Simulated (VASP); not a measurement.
**HfN: relaxation of cell and atoms with r2SCAN**

HfN:

```
Hf N
1.0
     3.47164    0.00000    0.00000
     1.73582    3.00653    0.00000
     1.73582    1.00218    2.83458
Hf N
1 1
Direct
  0.00000 0.00000 0.00000
  0.75000 0.75000 0.75000
```

```json
{"Program": "VASP 6.6.1", "Task": "relaxation of cell and atoms", "Functional": "r2SCAN", "Potentials or basis": "VASP PAW PBE potentials, release 64 (Hf_pv, N)", "Cutoff": "600 eV", "k mesh": "6 × 6 × 6", "Occupations": "methfessel-paxton, width 0.05 eV", "Spin": "no spin polarisation", "Target pressure": "60 GPa", "Dipole correction": "no", "Further INCAR settings": "ALGO = Normal; EDIFF = 1e-06; IBRION = 2; EDIFFG = -0.02; NSW = 80; ISIF = 3"}
```

| Item | Value |
| --- | --- |
| Relaxed volume | 11.99 Å³/atom |
| Relaxed cell | a = 3.237 Å, b = 3.237 Å, c = 3.237 Å, α = 60.00°, β = 60.00°, γ = 60.00° |
| Space group after relaxing (to 0.05 Å) | F-43m (No. 216) |
| Energy change on relaxing (the enthalpy is what falls) | +402.3 meV/atom |
| Ionic steps | 17 |
| Pressure after relaxing | 60.0 GPa |

The path:
| step | energy change (eV) | largest force (eV/Å) | pressure (GPa) | volume (Å³) |
| --- | --- | --- | --- | --- |
| 1 | 0.0000 | 0.0000 | -3.62 | 29.59 |
| 2 | 33.5763 | 0.0000 | 1280.61 | 10.89 |
| 3 | 0.3092 | 0.0000 | 33.34 | 25.71 |
| 4 | 0.5405 | 0.0000 | 46.67 | 24.78 |
| 5 | 0.8152 | 0.0000 | 60.51 | 23.96 |
| 6 | 0.7762 | 0.0000 | 58.64 | 24.06 |
| 7 | 0.7782 | 0.0000 | 58.71 | 24.06 |
| 8 | 0.7839 | 0.0000 | 59.00 | 24.04 |
| 9 | 0.7840 | 0.0000 | 59.00 | 24.04 |
| 10 | 0.7842 | 0.0000 | 59.01 | 24.04 |
| 11 | 0.7846 | 0.0000 | 59.02 | 24.04 |
| 12 | 0.7855 | 0.0000 | 59.04 | 24.04 |
| 13 | 0.7872 | 0.0000 | 59.15 | 24.03 |
| 14 | 0.7908 | 0.0000 | 59.31 | 24.02 |
| 15 | 0.7978 | 0.0000 | 59.67 | 24.00 |
| 16 | 0.8120 | 0.0000 | 60.35 | 23.97 |
| 17 | 0.8047 | 0.0000 | 60.00 | 23.99 |

Final structure:
```
Hf N
1.0
     3.23708    0.00000    0.00000
     1.61854    2.80340    0.00000
     1.61854    0.93447    2.64307
Hf N
1 1
Direct
  0.00000 0.00000 0.00000
  0.75000 0.75000 0.75000
```

Levels at points of the mesh, in eV from the Fermi level:
```csv
k point,band 4,band 5,band 6,band 7,band 8,band 9,band 10,band 11
"(0.00, 0.00, 0.00)",-18.63,-7.22,-7.22,-7.22,-0.43,2.66,2.66,8.05
"(0.50, 0.00, 0.00)",-17.06,-6.70,-6.37,-6.37,1.67,3.40,3.40,5.23
"(0.50, 0.50, 0.00)",-16.48,-8.76,-4.41,-4.41,-1.62,2.87,5.22,5.85
```

It took 4.1 min on 1 thread of AMD EPYC 7R13, on a shared host, peak memory 0.19 GiB.

Caveat: the k points lie up to 0.40 Å⁻¹ apart in the final cell; the cell is relaxed towards a set pressure, so the enthalpy falls and the energy may rise; the volume moved by over 15 % at a fixed basis, so the end points are rough; the PAW data sets were made with another functional, which shifts forces and pressure a little; spin-orbit coupling is left out, which moves the levels of the heavy elements.
